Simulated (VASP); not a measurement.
A run of VASP 6.6.1 is set up as follows.

The input INCAR:

```
PREC = Accurate
ENCUT = 520
EDIFF = 1E-7
ISMEAR = 0
SIGMA = 0.05
LREAL = F
LASPH = T
NELM = 150
ALGO = Normal
ISIF = 2
LWAVE = F
LCHARG = F
ISPIN = 2
MAGMOM = 3.18 3.18
LORBIT = 11
NBANDS = 16
```

Contents of KPOINTS:

```
Automatic mesh
0
Gamma
  12 12 6
```

POSCAR

```
N
1.0
    3.6290016496      0.0000000000      0.0000000000
   -1.8145008248      3.1428076190      0.0000000000
    0.0000000000      0.0000000000      5.8900000000
N
2
Direct
    0.3333333333      0.6666666667      0.2500000000
    0.6666666667      0.3333333333      0.7500000000
```

Potentials or basis: VASP PAW LDA potentials, release 64 (N).

Command:

```bash
$ cat potpaw_LDA.64/N/POTCAR > POTCAR
$ mpirun -np 1 vasp_std > vasp.out
```

Estimate the net moment.

6.00 μB per cell.

What does it give for the site moments?

N +1.93 μB.
